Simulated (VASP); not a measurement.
# Hf (P6_3/mmc) in VASP: further runs, part 2 of 2

VASP 6.6.1.

### Step 4. Single point, PBE (volume scaled by 1.03, then relaxed in part)

File INCAR:

```
SYSTEM = Hf
PREC = Accurate ; ENCUT = 520
EDIFF = 1E-6 ; ISMEAR = 0
SIGMA = 0.1 ; LREAL = .FALSE.
LASPH = .TRUE. ; NELM = 100
ALGO = Fast ; ISIF = 2
LWAVE = .FALSE. ; LCHARG = .FALSE.
GGA = PE ; NBANDS = 17
```

File KPOINTS:

```
Automatic mesh
0
G
  18 18 8
  0 0 0
```

File POSCAR:

```
Hf
1.0
    3.2360040678      0.0000000000      0.0000000000
   -1.6180020339      2.8024617295      0.0000000000
    0.0000000000      0.0000000000      5.1187851263
Hf
2
Direct
    0.3333333333      0.6666666667      0.2500000000
    0.6666666667      0.3333333333      0.7500000000
```

Potentials or basis: VASP PAW PBE potentials, release 64 (Hf_pv).

Run with:

```
cat potpaw_PBE.64/Hf_pv/POTCAR > POTCAR
mpirun -np 1 vasp_std > vasp.out
```

OUTCAR:

```text
SYSTEM = Hf
   PREC = Accurate
   ENCUT = 520
   EDIFF = 1E-6
   ISMEAR = 0
   LREAL = .FALSE.
   LASPH = .TRUE.
   NELM = 100
   ISIF = 2
   GGA = PE

 ion  position               nearest neighbor table
   1  0.333  0.667  0.250-   2 3.17   2 3.17   2 3.17   2 3.17   2 3.17   2 3.17
   2  0.667  0.333  0.750-   1 3.17   1 3.17   1 3.17   1 3.17   1 3.17   1 3.17

  LATTYP: Found a hexagonal cell.
 ALAT       =     3.2360040678
 C/A-ratio  =     1.5818228343

  Lattice vectors:

 A1 = (   3.2360040678,   0.0000000000,   0.0000000000)
 A2 = (  -1.6180020339,   2.8024617295,   0.0000000000)
 A3 = (   0.0000000000,   0.0000000000,   5.1187851263)

Analysis of symmetry for initial positions (statically):
=====================================================================
 Subroutine PRICEL returns:
 Original cell was already a primitive cell.

 Routine SETGRP: Setting up the symmetry group for a
 hexagonal supercell.

 Subroutine GETGRP returns: Found 24 space group operations
 (whereof 12 operations were pure point group operations)
 out of a pool of 24 trial point group operations.

The static configuration has the point symmetry D_3d.
 The point group associated with its full space group is D_6h.

Analysis of symmetry for dynamics (positions and initial velocities):
=====================================================================
 Subroutine PRICEL returns:
 Original cell was already a primitive cell.

 Routine SETGRP: Setting up the symmetry group for a
 hexagonal supercell.

 Subroutine GETGRP returns: Found 24 space group operations
 (whereof 12 operations were pure point group operations)
 out of a pool of 24 trial point group operations.

The dynamic configuration has the point symmetry D_3d.
 The point group associated with its full space group is D_6h.

 Subroutine INISYM returns: Found 24 space group operations
 (whereof 12 operations are pure point group operations),
 and found     1 'primitive' translations

----------------------------------------------------------------------------------------

                                     Primitive cell

  volume of cell :      46.4211

  direct lattice vectors                    reciprocal lattice vectors
     3.236004068  0.000000000  0.000000000     0.309023097  0.178414568  0.000000000
    -1.618002034  2.802461730  0.000000000     0.000000000  0.356829137  0.000000000
     0.000000000  0.000000000  5.118785126     0.000000000  0.000000000  0.195358855

  length of vectors
     3.236004068  3.236004068  5.118785126     0.356829137  0.356829137  0.195358855

  position of ions in fractional coordinates (direct lattice)
     0.333333333  0.666666667  0.250000000
     0.666666667  0.333333333  0.750000000

  ion indices of the primitive-cell ions
   primitive index   ion index
                 1           1
                 2           2

----------------------------------------------------------------------------------------

 KPOINTS: Automatic mesh

Automatic generation of k-mesh.
 Grid dimensions read from file:
 generate k-points for:   18   18    8

 Generating k-lattice:

  Cartesian coordinates                     Fractional coordinates (reciprocal lattice)
     0.017167950  0.009911920  0.000000000     0.055555556 -0.000000000  0.000000000
     0.000000000  0.019823841  0.000000000     0.000000000  0.055555556  0.000000000
     0.000000000  0.000000000  0.024419857     0.000000000  0.000000000  0.125000000

  Length of vectors
     0.019823841  0.019823841  0.024419857

  Shift w.r.t. Gamma in fractional coordinates (k-lattice)
     0.000000000  0.000000000  0.000000000

 Subroutine IBZKPT returns following result:
 ===========================================

 Found    185 irreducible k-points:

 Following reciprocal coordinates:
            Coordinates               Weight
  0.000000  0.000000  0.000000      1.000000
  0.055556  0.000000  0.000000      6.000000
  0.111111  0.000000  0.000000      6.000000
  0.166667  0.000000  0.000000      6.000000
  0.222222  0.000000  0.000000      6.000000
  0.277778  0.000000  0.000000      6.000000
[... 16 lines left out ...]
  0.333333  0.111111  0.000000     12.000000
  0.388889  0.111111  0.000000     12.000000
 [... further k-points ...]
   k-points           NKPTS =    185   k-points in BZ     NKDIM =    185   number of bands    NBANDS=     17
   number of dos      NEDOS =    301   number of ions     NIONS =      2
   total plane-waves  NPLWV =  23040
   dimension x,y,z NGX =    24 NGY =   24 NGZ =   40
   dimension x,y,z NGXF=    48 NGYF=   48 NGZF=   80
   ions per type =               2
   NGX,Y,Z   is equivalent  to a cutoff of  12.33, 12.33, 12.99 a.u.
   NGXF,Y,Z  is equivalent  to a cutoff of  24.66, 24.66, 25.98 a.u.
 SYSTEM =  Hf
   PREC   = accura    normal or accurate (medium, high low for compatibility)
   ISTART =      0    job   : 0-new  1-cont  2-samecut
   ICHARG =      2    charge: 1-file 2-atom 10-const
   ISPIN  =      1    spin polarized calculation?
   LNONCOLLINEAR =      F non collinear calculations
   LSORBIT =      F    spin-orbit coupling
   LASPH  =      T    aspherical Exc in radial PAW
   ENCUT  =  520.0 eV  38.22 Ry    6.18 a.u.   6.02  6.02  9.52*2*pi/ulx,y,z
   NELM   =    100;   NELMIN=  2; NELMDL= -5     # of ELM steps
   EDIFF  = 0.1E-05   stopping-criterion for ELM
   LREAL  =      F    real-space projection
   EDIFFG = 0.1E-04   stopping-criterion for IOM
   NSW    =      0    number of steps for IOM
   IBRION =     -1    ionic relax: 0-MD 1-quasi-New 2-CG
   NFREE  =      0    steps in history (QN), initial steepest desc. (CG)
   ISIF   =      2    stress and relaxation
   ISYM   =      2    0-nonsym 1-usesym 2-fastsym
   POTIM  = 0.5000    time-step for ionic-motion
   TEBEG  =    0.0;   TEEND  =   0.0 temperature during run
   PSTRESS=    0.0 pullay stress
   NELECT =      20.0000    total number of electrons
   NUPDOWN=      -1.0000    fix difference up-down
   EMIN   =  10.00;   EMAX   =-10.00  energy-range for DOS
   EFERMI =   0.00;   METHOD = LEGACY
   ISMEAR =     0;   SIGMA  =   0.10  broadening in eV -4-tet -1-fermi 0-gaus
   EFERMI_NEDOS =   21; number of points for ismear=-14 and -15
   IALGO  =     68    algorithm
   IMIX   =      4    mixing-type and parameters
     AMIX     =   0.40;   BMIX     =  1.00
     AMIX_MAG =   1.60;   BMIX_MAG =  1.00
  volume/ion in A,a.u.               =      23.21       156.63
  Fermi-wavevector in a.u.,A,eV,Ry     =   1.236459  2.336568 20.800996  1.528830
  Thomas-Fermi vector in A             =   2.371066
   LORBIT       =      0    0 simple, 1 ext, 2 COOP (PROOUT), +10 PAW based schemes
   GGA     = PE    functional components
   LHFCALC =     F    Hartree Fock is set to
   AEXX    =    0.0000 exact exchange contribution
   IVDW    =     0    specifies the selected vdW correction
   LEPSILON=     F    determine dielectric tensor
   LRPA    =     F    only Hartree local field effects (RPA)
 non-spin polarized calculation
 RMM-DIIS sequential band-by-band and
 Gauss-broadening in eV      SIGMA  =   0.10
  energy-cutoff  :      520.00
  volume of cell :       46.42
 maximum number of plane-waves:      1284
   NGX = 13   NGY = 13   NGZ = 19

 number of electron      20.0000005 magnetization

 Free energy of the ion-electron system (eV)
  ---------------------------------------------------
  ext. energy  EPLUGINS =         0.00000000
  ---------------------------------------------------
  free energy    TOTEN  =       -19.83749791 eV

  energy without entropy =      -19.83013716  energy(sigma->0) =      -19.83381753

 E-fermi :   4.6728     XC(G=0): -11.1170

 val. band max:        4.6700174935   @ k =   0.3889   0.1667   0.5000
 cond. band min:       4.6816644156   @ k =   0.2222   0.2222   0.5000
 fundamental gap:      0.0116469221
 Fermi energy:         4.6728407132

 k-point     1 :       0.0000    0.0000    0.0000
  band No.  band energies     occupation
      1     -26.4443      2.00000
      2     -25.7862      2.00000
      3     -25.7862      2.00000
      4     -25.6789      2.00000
      5     -25.6724      2.00000
      6     -25.6724      2.00000
[... 9 lines left out ...]
     16       7.2224      0.00000
     17       9.8021      0.00000
[... 441 lines left out ...]
 k-point    24 :       0.3889    0.1111    0.0000
  band No.  band energies     occupation
      1     -26.2540      2.00000
      2     -26.1312      2.00000
      3     -26.1228      2.00000
      4     -25.9648      2.00000
      5     -25.8726      2.00000
      6     -25.7877      2.00000
[... 9 lines left out ...]
     16      10.6290      0.00000
     17      11.1109      0.00000

 [... further k-points ...]

------------------------ aborting loop because EDIFF is reached ----------------------------------------

  FORCE on cell =-STRESS in cart. coord.  units (eV):
  Direction    XX          YY          ZZ          XY          YZ          ZX
  --------------------------------------------------------------------------------------
  -------------------------------------------------------------------------------------
  Total       -0.9731927     -0.9731927     -1.0439524      0.0000000      0.0000000      0.0000000
  in kB      -33.5887448    -33.5887448    -36.0309441      0.0000000      0.0000000      0.0000000
  external PRESSURE =     -34.4028112 kB  Pullay stress =       0.0000000 kB

 VOLUME and BASIS-vectors are now :
 -----------------------------------------------------------------------------
  energy-cutoff  :      520.00
  volume of cell :       46.42
      direct lattice vectors                 reciprocal lattice vectors
     3.236004068  0.000000000  0.000000000     0.309023097  0.178414568  0.000000000
    -1.618002034  2.802461730  0.000000000     0.000000000  0.356829137  0.000000000
     0.000000000  0.000000000  5.118785126     0.000000000  0.000000000  0.195358855

 POSITION                                       TOTAL-FORCE (eV/Angst)
 -----------------------------------------------------------------------------------
     -0.00000      1.86831      1.27970         0.000000      0.000000      0.000000
      1.61800      0.93415      3.83909        -0.000000     -0.000000      0.000000
 -----------------------------------------------------------------------------------
    total drift:                               -0.000000      0.000000     -0.000000

  FREE ENERGIE OF THE ION-ELECTRON SYSTEM (eV)
  ---------------------------------------------------
  free  energy   TOTEN  =       -19.8374979069 eV

  energy  without entropy=      -19.8301371593  energy(sigma->0) =      -19.83381753
```

OSZICAR:

```text
N       E                     dE             d eps       ncg     rms          rms(c)
DAV:   1     0.499016453698E+02    0.49902E+02   -0.11363E+04  6298   0.111E+03
DAV:   2    -0.186248298447E+02   -0.68526E+02   -0.66845E+02  8046   0.247E+02
DAV:   3    -0.205826042058E+02   -0.19578E+01   -0.19390E+01  8081   0.274E+01
DAV:   4    -0.205991118905E+02   -0.16508E-01   -0.16496E-01  8104   0.306E+00
DAV:   5    -0.205992907907E+02   -0.17890E-03   -0.17885E-03  8239   0.278E-01    0.635E+01
RMM:   6    -0.200351199206E+02    0.56417E+00   -0.47626E-01  6314   0.415E+00    0.380E+01
RMM:   7    -0.198463699655E+02    0.18875E+00   -0.11375E+00  7275   0.635E+00    0.195E+00
RMM:   8    -0.198359855684E+02    0.10384E-01   -0.98116E-02  6961   0.220E+00    0.216E-01
RMM:   9    -0.198373774888E+02   -0.13919E-02   -0.15538E-02  8898   0.788E-01    0.494E-01
RMM:  10    -0.198376493017E+02   -0.27181E-03   -0.21510E-03  9017   0.297E-01    0.913E-01
RMM:  11    -0.198376513856E+02   -0.20839E-05   -0.25386E-04  9151   0.115E-01    0.808E-01
RMM:  12    -0.198375086353E+02    0.14275E-03   -0.17495E-04  7183   0.815E-02    0.178E-01
RMM:  13    -0.198374996775E+02    0.89578E-05   -0.37966E-05  7486   0.396E-02    0.109E-01
RMM:  14    -0.198374983885E+02    0.12890E-05   -0.76078E-06  8250   0.189E-02    0.437E-02
RMM:  15    -0.198374979069E+02    0.48157E-06   -0.88742E-06  7134   0.191E-02
   1 F= -.19837498E+02 E0= -.19833818E+02  d E =-.736075E-02
```

stdout:

```text
POSCAR found type information on POSCAR Hf
 POSCAR found :  1 types and       2 ions
 scaLAPACK will be used
 LDA part: xc-table for (Slater+PW92), standard interpolation
 POSCAR, INCAR and KPOINTS ok, starting setup
 FFT: planning ... GRIDC
 FFT: planning ... GRID_SOFT
 FFT: planning ... GRID
 WAVECAR not read
 entering main loop
```

It took 51 s on 1 thread of Intel Xeon 6975P-C (Granite Rapids), shared host; peak memory 0.24 GiB.

What came out:

```
Free energy            : -19.8375 eV
Pressure               : -3.4 GPa
Band gap on the k mesh : zero (band 10 reaches 5.84 eV, above the bottom of band 11 at 4.24 eV)
```

Stress tensor (GPa, compression positive):
```
-3.36  0.00  0.00
 0.00 -3.36  0.00
 0.00  0.00 -3.60
```

Caveat: spin-orbit coupling is left out, which moves the levels of the heavy elements.

### Step 5. The runs side by side

| cell | further INCAR settings | gap on the mesh (eV) | pressure (GPa) |
| --- | --- | --- | --- |
| a = 3.170, b = 3.170, c = 5.023 Å, angles 90.0, 90.0, 120.0°, 2 atoms | ALGO = Fast; EDIFF = 1e-06; NBANDS = 17 | none | 3.1 |
| a = 3.204, b = 3.204, c = 5.069 Å, angles 90.0, 90.0, 120.0°, 2 atoms | ALGO = Fast; EDIFF = 1e-07; NBANDS = 17 | none | -0.4 |
| a = 3.236, b = 3.236, c = 5.119 Å, angles 90.0, 90.0, 120.0°, 2 atoms | ALGO = Fast; EDIFF = 1e-06; NBANDS = 17 | none | -3.4 |

Alike in all rows: task single point; level PBE; potentials or basis VASP PAW PBE potentials, release 64 (Hf_pv); no spin polarisation; k mesh 18 × 18 × 8; cutoff (eV) 520; smearing gaussian 0.1 eV.

Caveats: spin-orbit coupling is left out, which moves the levels of the heavy elements.

Absolute energies hang on the potentials; compare differences alone.
